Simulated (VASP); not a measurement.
Al6H, 14 atoms in the cell. The cell holds a slab with vacuum, 14 atoms: a = 5.714 Å, b = 5.714 Å, c = 22.175 Å, α = 90.00°, β = 90.00°, γ = 90.00°. 

```yaml
Program: VASP 6.6.1
Task: single point
Functional: PBE
Potentials_or_basis: VASP PAW PBE potentials, release 64 (Al, H)
Cutoff: 520 eV
k_mesh: 5 × 5 × 1
Occupations: gaussian, width 0.1 eV
Spin: no spin polarisation
Dipole_correction: yes
Further_INCAR_settings: ALGO = Normal; EDIFF = 1e-06; NBANDS = 32
```

Potentials or basis: VASP PAW PBE potentials, release 64 (Al, H).

Command:

```bash
$ cat potpaw_PBE.64/Al/POTCAR potpaw_PBE.64/H/POTCAR > POTCAR
$ mpirun -np 1 vasp_std > vasp.out
```

Hardware: 1 thread of Intel(R) Xeon(R) Platinum 8488C (Sapphire Rapids) (shared host).

**Question.** How long does it take, and how much memory?

**Answer.** Wall time 4.6 min on 1 thread of Intel(R) Xeon(R) Platinum 8488C (Sapphire Rapids), on a shared host, peak memory 0.67 GiB. Counts: scf iterations 25, k points 9.
